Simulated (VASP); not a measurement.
Ca5O:

```xyz
6
Lattice="5.9165 0.0000 0.0000 -2.9583 5.1238 0.0000 0.0000 0.0000 4.5913" Properties=species:S:1:pos:R:3 pbc="T T T"
Ca    2.9583    0.0000    2.2956
Ca    1.4791    2.5619    2.2956
Ca   -1.4791    2.5619    2.2956
Ca    0.0000    3.4159    0.0000
Ca    2.9583    1.7079    0.0000
O     0.0000    0.0000    0.0000
```

The cell was generated, and may not be a known phase.

```yaml
Program: VASP 6.6.1
Task: relaxation of cell and atoms
Functional: PBE
Potentials_or_basis: VASP PAW PBE potentials, release 64 (Ca_sv, O)
Cutoff: 600 eV
k_mesh: 3 × 3 × 4
Occupations: gaussian, width 0.1 eV
Spin: no spin polarisation
```

At the start: pressure 19.8 GPa; volume 23.20 Å³/atom.

Problem. How do energy, volume and symmetry change on relaxing?

Solution. Over 7 steps the energy falls by 1007.5 meV/atom and the volume is 41.62 Å³/atom (+79.4 %); space group P6/mmm (No. 191, to 0.1 Å) before and after.

Step by step:
```csv
step,energy change (eV),largest force (eV/Å),pressure (GPa),volume (Å³)
1,0.0000,0.0000,19.80,139.19
2,-5.1917,0.0000,4.80,204.64
3,-6.0110,0.0000,0.29,250.75
4,-6.0200,0.0000,-0.21,257.49
5,-6.0190,0.0000,-0.01,254.67
6,-6.0352,0.0000,0.01,252.83
7,-6.0450,0.0000,0.04,249.69
```

Final structure:
```
CELL_PARAMETERS angstrom
6.74975 0.00000 0.00000
-3.37488 5.84546 0.00000
0.00000 0.00000 6.32842
ATOMIC_POSITIONS crystal
Ca 0.50000 0.00000 0.50000
Ca 0.50000 0.50000 0.50000
Ca 0.00000 0.50000 0.50000
Ca 0.33333 0.66667 0.00000
Ca 0.66667 0.33333 0.00000
O 0.00000 0.00000 0.00000
```

Caveat: the k points lie up to 0.36 Å⁻¹ apart in the final cell, too coarse for converged energies and pressures of a metal; the volume moved by over 15 % at a fixed basis, so the end points are rough.
